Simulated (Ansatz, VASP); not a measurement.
**Pt: VASP beside Ansatz**

INCAR

```
  PREC = Accurate
  ENCUT = 520
  EDIFF = 1E-7
  ISMEAR = 0
  SIGMA = 0.15
  LREAL = False
  LASPH = True
  NELM = 80
  ALGO = Fast
  ISIF = 2
  LWAVE = False
  LCHARG = False
  GGA = PS
  NBANDS = 17
```

The input KPOINTS:

```
Automatic mesh
0
Gamma
  18 18 10
```

The input POSCAR:

```
Pt
1.0
    2.8710922404      0.0000000000      0.0000000000
   -1.4355461202      2.4864388168      0.0000000000
    0.0000000000      0.0000000000      4.9838193600
Pt
2
Direct
    0.6666666667      0.3333333333      0.7500000000
    0.3333333333      0.6666666667      0.2500000000
```

Input for Ansatz:

```yaml
crystal:
  lattice:
    - [2.8710922404, 0.0, 0.0]
    - [-1.4355461202, 2.4864388168, 0.0]
    - [0.0, 0.0, 4.98381936]
  atoms:
    - { symbol: Pt, position: [0.6666666667, 0.3333333333, 0.75] }
    - { symbol: Pt, position: [0.3333333333, 0.6666666667, 0.25] }
basis:
  ecutwfc: 420
kpoints:
  mp_grid: { grid: [18, 18, 10] }
hamiltonian:
  xc: pbesol
scf:
  occupations: { method: gaussian, width: 0.15 }
output:
  forces: true
  stress: true
  eigenvalues: true
```

Change from the starting cell: strain +0.040 along x and y, +0.040 along z, atoms carried along.

Alike in both runs: task single point; functional PBEsol; k mesh 18 × 18 × 10; occupations gaussian, width 0.15 eV; no spin polarisation.

|  | VASP | Ansatz |
| --- | --- | --- |
| version | VASP 6.6.1 | Ansatz 0.2.0 |
| potentials or method | VASP PAW PBE potentials, release 64 (Pt), cutoff 520 eV | scalar-relativistic, plane waves, PAW |
| valence electrons in the cell | 20 | 36 |

|  | VASP | Ansatz | Ansatz less VASP |
| --- | --- | --- | --- |
| gap on the k mesh at the Fermi level (eV) | none | none | - |
| pressure (GPa) | -29.5 | -29.2 | +0.25 |
| traceless stress, the component that is largest in VASP (GPa) | 1.85 | 1.96 | +0.113 |

VASP's potentials were made for PBE, not for PBEsol. A gap of «none» marks a metal or a gap that the smearing closes. Both programs put the cell under strong tension, so it lies far from rest at this level. VASP's potentials hold 20 valence electrons a cell and Ansatz's 36, so a difference there can come from the potentials and not from the codes.

Neither program's run includes spin-orbit coupling.
